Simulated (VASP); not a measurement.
LaTiO3: single point with LDA+U

LaTiO3:

```
CELL_PARAMETERS angstrom
3.92000 0.00000 0.00000
0.00000 3.92000 0.00000
0.00000 0.00000 3.92000
ATOMIC_POSITIONS crystal
La 0.00000 0.00000 0.00000
Ti 0.50000 0.50000 0.50000
O 0.00000 0.50000 0.50000
O 0.50000 0.50000 0.00000
O 0.50000 0.00000 0.50000
```

| Item | Value |
| --- | --- |
| Program | VASP 6.6.1 |
| Task | single point |
| Functional | LDA |
| Potentials or basis | VASP PAW LDA potentials, release 64 (La, Ti_sv, O) |
| Cutoff | 600 eV |
| k mesh | 5 × 5 × 5 |
| Occupations | gaussian, width 0.05 eV |
| Spin | collinear spin |
| Starting moments | [0.08, 0.7, 0.04, -0.02, 0.04] μB |
| Fixed moment | 1.1 μB |
| Hubbard terms | Ti d U = 5.0 eV |
| Dipole correction | no |
| Further INCAR settings | ALGO = Normal; EDIFF = 1e-06; NBANDS = 32 |

The pressure is 0.3 GPa. The net moment is 1.10 μB per cell. The site moments are La +0.22; Ti +0.67; O -0.01 μB and the valence electrons inside the program's atomic spheres are La 8.47; Ti 10.37; O 5.04.

Stress tensor (GPa, compression positive):
```
0.34 0.00 0.00
0.00 0.34 0.00
0.00 0.00 0.15
```

Eigenvalues of the final occupation matrices:
| site | spin | trace | eigenvalues |
| --- | --- | --- | --- |
| site 2 d | 1 | 1.26 | 0.21 0.21 0.27 0.27 0.30 |
| site 2 d | 2 | 0.60 | 0.06 0.06 0.06 0.20 0.20 |

Wall time 86 s on 1 thread of Intel(R) Xeon(R) Platinum 8488C (Sapphire Rapids), on a shared host, peak memory 0.21 GiB.

Caveat: spin-orbit coupling is left out, which moves the levels of the heavy elements; the total moment is fixed, so each spin has its own Fermi level.
